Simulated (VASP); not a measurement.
# Cu (Cmcm) in VASP: a series of runs, part 2 of 2

VASP 6.6.1. Earlier steps stand in the parts before.

### 3 Single point, PBEsol (normal strain along x -0.1100, normal strain along y -0.0550)

Input file INCAR:

```
ALGO     = Fast           # electronic algorithm
EDIFF    = 1E-7           # SCF threshold, eV
ENCUT    = 520            # plane-wave cutoff, eV
GGA      = PS             # functional
ISIF     = 2              # what is computed and relaxed
ISMEAR   = 0              # smearing method
LASPH    = T              # aspherical terms in the spheres
LCHARG   = F              # write CHGCAR
LREAL    = F              # projectors in reciprocal space
LWAVE    = F              # write WAVECAR
NBANDS   = 18             # bands
NELM     = 100            # most SCF steps
PREC     = Accurate       # precision mode
SIGMA    = 0.15           # smearing width, eV
```

Input file KPOINTS:

```
k-points
0
Gamma
  20 20 18
```

Input file POSCAR:

```
Cu
1.0
    1.0810783139     -3.7416958337      0.0000000000
    1.0810783139      3.7416958337      0.0000000000
    0.0000000000      0.0000000000      2.4675572805
Cu
2
Direct
    0.1338543804      0.8661456196      0.2500000000
    0.8661456196      0.1338543804      0.7500000000
```

Potentials or basis: VASP PAW PBE potentials, release 64 (Cu).

Command:

```
$ cat potpaw_PBE.64/Cu/POTCAR > POTCAR
$ mpirun -np 1 vasp_std > vasp.out
```

OUTCAR:

```text
EDIFF = 1E-7
   ENCUT = 520
   GGA = PS
   ISIF = 2
   ISMEAR = 0
   LASPH = T
   LREAL = F
   NELM = 100
   PREC = Accurate

 ion  position               nearest neighbor table
   1  0.134  0.866  0.250-   2 2.35   2 2.35   2 2.39   2 2.39   2 2.39   2 2.39
   2  0.866  0.134  0.750-   1 2.35   1 2.35   1 2.39   1 2.39   1 2.39   1 2.39

  LATTYP: Found a base centered orthorhombic cell.
 ALAT       =     2.1621566278
 B/A-ratio  =     3.4610775053
 C/A-ratio  =     1.1412481634

  Lattice vectors:

 A1 = (   1.0810783139,  -3.7416958337,   0.0000000000)
 A2 = (   1.0810783139,   3.7416958337,   0.0000000000)
 A3 = (   0.0000000000,   0.0000000000,   2.4675572805)

Analysis of symmetry for initial positions (statically):
=====================================================================
 Subroutine PRICEL returns:
 Original cell was already a primitive cell.

 Routine SETGRP: Setting up the symmetry group for a
 base centered orthorhombic supercell.

 Subroutine GETGRP returns: Found  8 space group operations
 (whereof  4 operations were pure point group operations)
 out of a pool of  8 trial point group operations.

The static configuration has the point symmetry C_2h.
 The point group associated with its full space group is D_2h.

Analysis of symmetry for dynamics (positions and initial velocities):
=====================================================================
 Subroutine PRICEL returns:
 Original cell was already a primitive cell.

 Routine SETGRP: Setting up the symmetry group for a
 base centered orthorhombic supercell.

 Subroutine GETGRP returns: Found  8 space group operations
 (whereof  4 operations were pure point group operations)
 out of a pool of  8 trial point group operations.

The dynamic configuration has the point symmetry C_2h.
 The point group associated with its full space group is D_2h.

 Subroutine INISYM returns: Found  8 space group operations
 (whereof  4 operations are pure point group operations),
 and found     1 'primitive' translations

----------------------------------------------------------------------------------------

                                     Primitive cell

  volume of cell :      19.9629

  direct lattice vectors                    reciprocal lattice vectors
     1.081078314 -3.741695834  0.000000000     0.462501184 -0.133629248  0.000000000
     1.081078314  3.741695834  0.000000000     0.462501184  0.133629248  0.000000000
     0.000000000  0.000000000  2.467557280     0.000000000  0.000000000  0.405259083

  length of vectors
     3.894742358  3.894742358  2.467557280     0.481418862  0.481418862  0.405259083

  position of ions in fractional coordinates (direct lattice)
     0.133854380  0.866145620  0.250000000
     0.866145620  0.133854380  0.750000000

  ion indices of the primitive-cell ions
   primitive index   ion index
                 1           1
                 2           2

----------------------------------------------------------------------------------------

 KPOINTS: k-points

Automatic generation of k-mesh.
 Grid dimensions read from file:
 generate k-points for:   20   20   18

 Generating k-lattice:

  Cartesian coordinates                     Fractional coordinates (reciprocal lattice)
     0.023125059 -0.006681462  0.000000000     0.050000000  0.000000000  0.000000000
     0.023125059  0.006681462  0.000000000     0.000000000  0.050000000  0.000000000
     0.000000000  0.000000000  0.022514393     0.000000000  0.000000000  0.055555556

  Length of vectors
     0.024070943  0.024070943  0.022514393

  Shift w.r.t. Gamma in fractional coordinates (k-lattice)
     0.000000000  0.000000000  0.000000000

 Subroutine IBZKPT returns following result:
 ===========================================

 Found   1110 irreducible k-points:

 Following reciprocal coordinates:
            Coordinates               Weight
  0.000000  0.000000  0.000000      1.000000
  0.050000  0.000000  0.000000      4.000000
  0.100000  0.000000  0.000000      4.000000
  0.150000  0.000000  0.000000      4.000000
  0.200000  0.000000  0.000000      4.000000
  0.250000  0.000000  0.000000      4.000000
[... 16 lines left out ...]
 -0.400000  0.050000  0.000000      4.000000
 -0.350000  0.050000  0.000000      4.000000
 [... further k-points ...]
   k-points           NKPTS =   1110   k-points in BZ     NKDIM =   1110   number of bands    NBANDS=     18
   number of dos      NEDOS =    301   number of ions     NIONS =      2
   total plane-waves  NPLWV =  16200
   dimension x,y,z NGX =    30 NGY =   30 NGZ =   18
   dimension x,y,z NGXF=    60 NGYF=   60 NGZF=   36
   ions per type =               2
   NGX,Y,Z   is equivalent  to a cutoff of  12.81, 12.81, 12.13 a.u.
   NGXF,Y,Z  is equivalent  to a cutoff of  25.61, 25.61, 24.25 a.u.
 SYSTEM =  unknown system
   PREC   = accura    normal or accurate (medium, high low for compatibility)
   ISTART =      0    job   : 0-new  1-cont  2-samecut
   ICHARG =      2    charge: 1-file 2-atom 10-const
   ISPIN  =      1    spin polarized calculation?
   LNONCOLLINEAR =      F non collinear calculations
   LSORBIT =      F    spin-orbit coupling
   LASPH  =      T    aspherical Exc in radial PAW
   ENCUT  =  520.0 eV  38.22 Ry    6.18 a.u.   7.24  7.24  4.59*2*pi/ulx,y,z
   NELM   =    100;   NELMIN=  2; NELMDL= -5     # of ELM steps
   EDIFF  = 0.1E-06   stopping-criterion for ELM
   LREAL  =      F    real-space projection
   EDIFFG = 0.1E-05   stopping-criterion for IOM
   NSW    =      0    number of steps for IOM
   IBRION =     -1    ionic relax: 0-MD 1-quasi-New 2-CG
   NFREE  =      0    steps in history (QN), initial steepest desc. (CG)
   ISIF   =      2    stress and relaxation
   ISYM   =      2    0-nonsym 1-usesym 2-fastsym
   POTIM  = 0.5000    time-step for ionic-motion
   TEBEG  =    0.0;   TEEND  =   0.0 temperature during run
   PSTRESS=    0.0 pullay stress
   NELECT =      22.0000    total number of electrons
   NUPDOWN=      -1.0000    fix difference up-down
   EMIN   =  10.00;   EMAX   =-10.00  energy-range for DOS
   EFERMI =   0.00;   METHOD = LEGACY
   ISMEAR =     0;   SIGMA  =   0.15  broadening in eV -4-tet -1-fermi 0-gaus
   EFERMI_NEDOS =   21; number of points for ismear=-14 and -15
   IALGO  =     68    algorithm
   IMIX   =      4    mixing-type and parameters
     AMIX     =   0.40;   BMIX     =  1.00
     AMIX_MAG =   1.60;   BMIX_MAG =  1.00
  volume/ion in A,a.u.               =       9.98        67.36
  Fermi-wavevector in a.u.,A,eV,Ry     =   1.690992  3.195511 38.905211  2.859452
  Thomas-Fermi vector in A             =   2.772839
   LORBIT       =      0    0 simple, 1 ext, 2 COOP (PROOUT), +10 PAW based schemes
   GGA     = PS    functional components
   LHFCALC =     F    Hartree Fock is set to
   AEXX    =    0.0000 exact exchange contribution
   IVDW    =     0    specifies the selected vdW correction
   LEPSILON=     F    determine dielectric tensor
   LRPA    =     F    only Hartree local field effects (RPA)
 non-spin polarized calculation
 RMM-DIIS sequential band-by-band and
 Gauss-broadening in eV      SIGMA  =   0.15
  energy-cutoff  :      520.00
  volume of cell :       19.96
 maximum number of plane-waves:       554
 NGX is ok and might be reduce to    30
   NGX = 15   NGY = 15   NGZ =  9

 number of electron      21.9999992 magnetization

 Free energy of the ion-electron system (eV)
  ---------------------------------------------------
  ext. energy  EPLUGINS =         0.00000000
  ---------------------------------------------------
  free energy    TOTEN  =        -7.69249092 eV

  energy without entropy =       -7.68664591  energy(sigma->0) =       -7.68956842

 E-fermi :   9.6853     XC(G=0): -13.8818

 val. band max:        9.6804428975   @ k =  -0.3000   0.1500   0.1111
 cond. band min:       9.6862004940   @ k =  -0.2500   0.1000   0.5000
 fundamental gap:      0.0057575965
 Fermi energy:         9.6852625619

 k-point     1 :       0.0000    0.0000    0.0000
  band No.  band energies     occupation
      1      -1.0521      2.00000
      2       3.5676      2.00000
      3       4.2699      2.00000
      4       4.8517      2.00000
      5       5.7098      2.00000
      6       6.6836      2.00000
[... 10 lines left out ...]
     17      33.8785      0.00000
     18      34.6444      0.00000
[... 466 lines left out ...]
      2       4.3057      2.00000
      3       5.1623      2.00000
      4       5.4548      2.00000
      5       6.0974      2.00000
      6       6.4211      2.00000
[... 10 lines left out ...]
     17      30.9388      0.00000
     18      33.8671      0.00000

 [... further k-points ...]

------------------------ aborting loop because EDIFF is reached ----------------------------------------

  FORCE on cell =-STRESS in cart. coord.  units (eV):
  Direction    XX          YY          ZZ          XY          YZ          ZX
  --------------------------------------------------------------------------------------
  -------------------------------------------------------------------------------------
  Total        9.6470052      4.4428725      2.6382841      0.0000000      0.0000000      0.0000000
  in kB      774.2482272    356.5755478    211.7430996      0.0000000      0.0000000      0.0000000
  external PRESSURE =     447.5222915 kB  Pullay stress =       0.0000000 kB

 VOLUME and BASIS-vectors are now :
 -----------------------------------------------------------------------------
  energy-cutoff  :      520.00
  volume of cell :       19.96
      direct lattice vectors                 reciprocal lattice vectors
     1.081078314 -3.741695834  0.000000000     0.462501184 -0.133629248  0.000000000
     1.081078314  3.741695834  0.000000000     0.462501184  0.133629248  0.000000000
     0.000000000  0.000000000  2.467557280     0.000000000  0.000000000  0.405259083

 POSITION                                       TOTAL-FORCE (eV/Angst)
 -----------------------------------------------------------------------------------
      1.08108      2.74001      0.61689         0.000000      0.574239     -0.000000
      1.08108     -2.74001      1.85067         0.000000     -0.574239      0.000000
 -----------------------------------------------------------------------------------
    total drift:                                0.000000     -0.000000      0.000000

  FREE ENERGIE OF THE ION-ELECTRON SYSTEM (eV)
  ---------------------------------------------------
  free  energy   TOTEN  =        -7.6924909210 eV

  energy  without entropy=       -7.6866459105  energy(sigma->0) =       -7.68956842
```

Wall time 14 min (1 thread of Intel Xeon 8259CL, shared host); peak memory 0.43 GiB.

Results:

```
Free energy            : -7.6925 eV
Pressure               : 44.8 GPa
Largest force          : 0.574 eV/Å
Band gap on the k mesh : zero (bands 11 and 12 overlap by 6.33 eV)
```

Forces on the atoms (eV/Å):
```
Cu   0.000  0.574  0.000
Cu   0.000 -0.574  0.000
```

Levels at points of the mesh, in eV from the Fermi level:
```
           k point  band 9  band 10  band 11  band 12  band 13  band 14
(0.00, 0.00, 0.00)   -1.98    -1.80    -1.58    -0.49     5.89    13.32
(0.50, 0.00, 0.00)   -2.65    -1.91     0.01     2.40     3.93     9.05
(0.50, 0.50, 0.00)   -2.82    -2.09    -1.68    -1.57    15.23    16.83
(0.00, 0.00, 0.50)   -1.72    -1.72    -0.51    -0.51     8.41     8.41
(0.50, 0.00, 0.50)   -1.26    -1.26     4.16     4.16     8.62     8.62
(0.50, 0.50, 0.50)   -2.05    -2.05    -1.80    -1.80     3.75     3.75
```

Caveat: the cell differs from its parent crystal (normal strain along x -0.1100, normal strain along y -0.0550); the stress differs along the axes, from 21 to 77 GPa; the PAW data sets were made with another functional, which shifts forces and pressure a little.

### 4 Single point, PBEsol (normal strain along x -0.0550, normal strain along y -0.1100)

Input file INCAR:

```
SYSTEM = Cu
PREC     = Accurate       ! precision mode
ENCUT    = 520            ! plane-wave cutoff, eV
EDIFF    = 1E-6           ! SCF threshold, eV
ISMEAR   = 0              ! smearing method
SIGMA    = 0.15           ! smearing width, eV
LREAL    = .False.        ! projectors in reciprocal space
LASPH    = .True.         ! aspherical terms in the spheres
NELM     = 80             ! most SCF steps
ALGO     = Fast           ! electronic algorithm
ISIF     = 2              ! what is computed and relaxed
LWAVE    = .False.        ! write WAVECAR
LCHARG   = .False.        ! write CHGCAR
GGA      = PS             ! functional
NBANDS   = 18             ! bands
```

Input file KPOINTS:

```
Automatic mesh
0
Gamma
  20 20 18
  0 0 0
```

Input file POSCAR:

```
Cu
1.0
    1.1478865243     -3.5239251767      0.0000000000
    1.1478865243      3.5239251767      0.0000000000
    0.0000000000      0.0000000000      2.4675572805
Cu
2
Direct
    0.1338543804      0.8661456196      0.2500000000
    0.8661456196      0.1338543804      0.7500000000
```

Command:

```
$ cat potpaw_PBE.64/Cu/POTCAR > POTCAR
$ mpirun -np 1 vasp_std > vasp.out
```

Wall time 11 min (1 thread of Intel Xeon 8259CL, shared host); peak memory 0.42 GiB.

The run converged. Its results:

| Quantity | Value |
| --- | --- |
| Free energy | -7.7929 eV |
| Pressure | 43.7 GPa |
| Largest force | 0.036 eV/Å |
| Band gap on the k mesh | zero (bands 11 and 12 overlap by 5.72 eV) |

Forces in eV/Å, atoms in the order of the input:
```
Cu   0.000  0.036  0.000
Cu   0.000 -0.036  0.000
```

Stress tensor (GPa, compression positive):
```
42.53  0.00  0.00
 0.00 54.97  0.00
 0.00  0.00 33.75
```

Levels at points of the mesh, in eV from the Fermi level:
```
           k point  band 8  band 9  band 10  band 11  band 12  band 13  band 14  band 15
(0.00, 0.00, 0.00)   -2.38   -2.23    -1.99    -1.44     0.76     7.45    13.32    19.69
(0.50, 0.00, 0.00)   -2.89   -2.58    -1.79    -0.45     1.85     3.36     8.90    16.47
(0.50, 0.50, 0.00)   -2.92   -2.83    -2.43    -1.79    -1.63    17.23    17.34    17.97
(0.00, 0.00, 0.50)   -3.32   -1.77    -1.77    -0.49    -0.49     9.66     9.66    11.59
(0.50, 0.00, 0.50)   -2.08   -1.51    -1.51     3.46     3.46     8.15     8.15    10.68
(0.50, 0.50, 0.50)   -2.29   -2.05    -2.05    -1.76    -1.76     4.19     4.19    22.06
```

Caveat: the cell differs from its parent crystal (normal strain along x -0.0550, normal strain along y -0.1100); the stress differs along the axes, from 34 to 55 GPa; the PAW data sets were made with another functional, which shifts forces and pressure a little.

### 5 Single point, PBEsol (normal strain along x -0.1100, normal strain along y +0.0000)

Input file INCAR:

```
SYSTEM = Cu
ALGO = Fast
EDIFF = 1E-6
ENCUT = 520
GGA = PS
ISIF = 2
ISMEAR = 0
LASPH = .True.
LCHARG = .False.
LREAL = .False.
LWAVE = .False.
NBANDS = 18
NELM = 60
PREC = Accurate
SIGMA = 0.15
```

Input file KPOINTS:

```
k-points
0
Gamma
  20 20 18
  0 0 0
```

Input file POSCAR:

```
Cu
1.0
    1.0810783139     -3.9594664907      0.0000000000
    1.0810783139      3.9594664907      0.0000000000
    0.0000000000      0.0000000000      2.4675572805
Cu
2
Direct
    0.1338543804      0.8661456196      0.2500000000
    0.8661456196      0.1338543804      0.7500000000
```

Command:

```
$ cat potpaw_PBE.64/Cu/POTCAR > POTCAR
$ mpirun -np 1 vasp_std > vasp.out
```

Run time: 11 min. Hardware: 1 thread of Intel Xeon 8259CL, shared host; peak memory 0.45 GiB.

Results (log left out):

| Property | Result |
| --- | --- |
| Free energy | -7.8587 eV |
| Pressure | 28.5 GPa |
| Largest force | 0.494 eV/Å |
| Band gap on the k mesh | zero (bands 11 and 12 overlap by 6.40 eV) |

Forces on the atoms (eV/Å):
```
Cu   0.000  0.494  0.000
Cu   0.000 -0.494  0.000
```

Stress tensor (GPa, compression positive):
```
66.38  0.00  0.00
 0.00 11.54  0.00
 0.00  0.00  7.66
```

Levels at points of the mesh, in eV from the Fermi level:
| k point | band 9 | band 10 | band 11 | band 12 | band 13 | band 14 |
| --- | --- | --- | --- | --- | --- | --- |
| (0.00, 0.00, 0.00) | -1.77 | -1.64 | -1.61 | -1.00 | 4.64 | 13.84 |
| (0.50, 0.00, 0.00) | -2.46 | -1.86 | 0.11 | 2.29 | 3.92 | 8.50 |
| (0.50, 0.50, 0.00) | -2.50 | -1.85 | -1.57 | -1.51 | 13.08 | 15.01 |
| (0.00, 0.00, 0.50) | -1.66 | -1.66 | -0.35 | -0.35 | 7.65 | 7.65 |
| (0.50, 0.00, 0.50) | -1.11 | -1.11 | 4.46 | 4.46 | 8.53 | 8.53 |
| (0.50, 0.50, 0.50) | -1.88 | -1.88 | -1.65 | -1.65 | 3.50 | 3.50 |

Caveat: the cell differs from its parent crystal (normal strain along x -0.1100, normal strain along y +0.0000); the stress differs along the axes, from 8 to 66 GPa; the PAW data sets were made with another functional, which shifts forces and pressure a little.

### 6 Summary

| cell | further INCAR settings | gap on the mesh (eV) | pressure (GPa) | largest force (eV/Å) |
| --- | --- | --- | --- | --- |
| a = 3.686, b = 3.686, c = 2.468 Å, angles 90.0, 90.0, 145.9°, 2 atoms | ALGO = Fast; EDIFF = 1e-06; NBANDS = 18 | none | 68.2 | 0.54 |
| a = 3.895, b = 3.895, c = 2.468 Å, angles 90.0, 90.0, 147.8°, 2 atoms | ALGO = Fast; EDIFF = 1e-07; NBANDS = 18 | none | 44.8 | 0.57 |
| a = 3.706, b = 3.706, c = 2.468 Å, angles 90.0, 90.0, 143.9°, 2 atoms | ALGO = Fast; EDIFF = 1e-06; NBANDS = 18 | none | 43.7 | 0.04 |
| a = 4.104, b = 4.104, c = 2.468 Å, angles 90.0, 90.0, 149.5°, 2 atoms | ALGO = Fast; EDIFF = 1e-06; NBANDS = 18 | none | 28.5 | 0.49 |

Alike in all rows: task single point; level PBEsol; potentials or basis VASP PAW PBE potentials, release 64 (Cu); no spin polarisation; k mesh 20 × 20 × 18; cutoff (eV) 520; smearing gaussian 0.15 eV.

Caveats: the PAW data sets were made with another functional, which shifts forces and pressure a little; the stress differs along the axes, from 43 to 93 GPa (at least some runs); the stress differs along the axes, from 21 to 77 GPa (at least some runs); the stress differs along the axes, from 34 to 55 GPa (at least some runs); the stress differs along the axes, from 8 to 66 GPa (at least some runs).

Absolute energies hang on the potentials; compare differences alone.
